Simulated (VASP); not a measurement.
Here is a VASP 6.6.1 calculation.

Contents of INCAR:

```
SYSTEM = InSbSe4
PREC = Accurate ; ENCUT = 520
EDIFF = 1E-7 ; ISMEAR = -1
SIGMA = 0.03 ; LREAL = .False.
LASPH = .True. ; NELM = 60
ALGO = Normal ; ISIF = 2
LWAVE = .False. ; LCHARG = .True.
GGA = PS ; LELF = .True.
LVHAR = .True. ; NBANDS = 30
```

Contents of KPOINTS:

```
regular mesh
0
Gamma
  6 6 6
  0 0 0
```

Contents of POSCAR:

```
InSbSe4
1.0
    2.6104809849      1.5071618981      5.8747456773
   -2.6104809849      1.5071618981      5.8747456773
    0.0000000000     -3.0143237999      5.8747456763
In Sb Se
1 1 4
Direct
    0.0000000000      0.0000000000      0.0000000000
    0.5000000000      0.5000000000      0.5000000000
    0.6623576565      0.6623576565      0.6623576565
    0.8452213614      0.8452213614      0.8452213614
    0.1547786386      0.1547786386      0.1547786386
    0.3376423435      0.3376423435      0.3376423435
```

Potentials or basis: VASP PAW PBE potentials, release 64 (In_d, Sb, Se).

Run with:

```console
$ cat potpaw_PBE.64/In_d/POTCAR potpaw_PBE.64/Sb/POTCAR potpaw_PBE.64/Se/POTCAR > POTCAR
$ mpirun -np 1 vasp_std > vasp.out
```

Problem. What does it give for the band gap on the k mesh?

Solution. Zero (bands 21 and 22 overlap by 2.48 eV).

Problem. Estimate the pressure.

Solution. 0.0 GPa.

Forces in eV/Å, atoms in the order of the input:
```
In   0.000  0.000  0.000
Sb   0.000  0.000  0.000
Se   0.000  0.000  0.004
Se   0.000  0.000 -0.014
Se   0.000  0.000  0.014
Se   0.000  0.000 -0.004
```

Caveat: the PAW data sets were made with another functional, which shifts forces and pressure a little; spin-orbit coupling is left out, which moves the levels of the heavy elements.
